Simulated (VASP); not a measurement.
SnS, 8 atoms in the cell. Symmetry: Pnma, No. 62, orthorhombic system. The conventional cell has a = 11.767 Å, b = 4.026 Å, c = 4.589 Å, α = 90.00°, β = 90.00°, γ = 90.00°. Sn (site symmetry m) has 6 S at 2.65 to 3.65 Å and 2 Sn at 3.79 Å within 3.8 Å. S (site symmetry m) has 6 Sn at 2.65 to 3.65 Å and 8 S at 3.80 to 4.14 Å within 4.2 Å. 

* Program: VASP 6.6.1
* Task: single point
* Functional: PBE
* Potentials or basis: VASP PAW PBE potentials, release 64 (Sn_d, S)
* Cutoff: 500 eV
* k mesh: 4 × 8 × 6
* Occupations: gaussian, width 0.02 eV
* Spin: no spin polarisation
* Dipole correction: no
* Further INCAR settings: ALGO = Normal; EDIFF = 1e-06; NBANDS = 50

Potentials or basis: VASP PAW PBE potentials, release 64 (Sn_d, S).

Launch:

```bash
$ cat potpaw_PBE.64/Sn_d/POTCAR potpaw_PBE.64/S/POTCAR > POTCAR
$ mpirun -np 1 vasp_std > vasp.out
```

Hardware: 1 thread of Oxide Virtual Turin-like Processor, on a shared host.

**Question.** How long does it take, and how much memory?

**Answer.** Run time: 15 min on 1 thread of Oxide Virtual Turin-like Processor, on a shared host, peak memory 0.53 GiB. Counts: scf iterations 14, k points 60.
